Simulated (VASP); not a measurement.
# MoS2: single point with r2SCAN+rVV10

The system is MoS2.

```
Mo S
1.0
    -2.51566    5.36146    2.84020
     2.51566   -5.36146    2.84020
     2.51566    5.36146   -2.84020
Mo S
2 4
Direct
  0.75000 0.75000 0.00000
  0.25000 0.25000 0.00000
  0.87851 0.76139 0.63990
  0.12149 0.23861 0.36010
  0.62149 0.26139 0.88287
  0.37851 0.73861 0.11713
```

- Program: VASP 6.6.1
- Task: single point
- Functional: r2SCAN
- Dispersion: rVV10
- Potentials or basis: VASP PAW PBE potentials, release 64 (Mo_sv, S)
- Cutoff: 520 eV
- k mesh: 6 × 6 × 6
- Occupations: fermi-dirac, width 0.03 eV
- Spin: no spin polarisation
- Dipole correction: no
- Further INCAR settings: ALGO = Normal; EDIFF = 1e-06; NBANDS = 35

```yaml
Pressure: 0.1 GPa
Largest_force: 0.011 eV/Å
Band_gap_on_the_k_mesh: zero (bands 26 and 27 overlap by 0.18 eV)
```

Forces on the atoms (eV/Å):
```
Mo   0.000  0.000  0.000
Mo   0.000  0.000  0.000
S   -0.008 -0.007  0.000
S    0.008  0.007  0.000
S   -0.008  0.007  0.000
S    0.008 -0.007  0.000
```

Stress tensor (GPa, compression positive):
```
0.02 0.00 0.00
0.00 0.01 0.00
0.00 0.00 0.18
```

Levels at points of the mesh, in eV from the Fermi level:
| k point | band 23 | band 24 | band 25 | band 26 | band 27 | band 28 | band 29 | band 30 |
| --- | --- | --- | --- | --- | --- | --- | --- | --- |
| (0.00, 0.00, 0.00) | -2.03 | -1.85 | -0.54 | -0.23 | -0.14 | 1.42 | 2.27 | 2.43 |
| (0.50, 0.00, 0.00) | -2.22 | -2.22 | -0.34 | -0.34 | 1.18 | 1.18 | 1.68 | 1.68 |
| (0.00, 0.50, 0.00) | -2.52 | -2.52 | -0.33 | -0.33 | 1.52 | 1.52 | 1.94 | 1.94 |
| (0.50, 0.50, 0.00) | -1.97 | -1.58 | -0.56 | 0.04 | 0.21 | 1.53 | 2.08 | 2.47 |
| (0.50, 0.50, 0.50) | -1.64 | -1.52 | -0.66 | -0.25 | -0.05 | 2.01 | 2.20 | 2.53 |

It took 13 min on 1 thread of Intel(R) Xeon(R) 6975P-C (Granite Rapids), on a shared host, peak memory 0.92 GiB.

Caveat: the PAW data sets were made with another functional, which shifts forces and pressure a little.
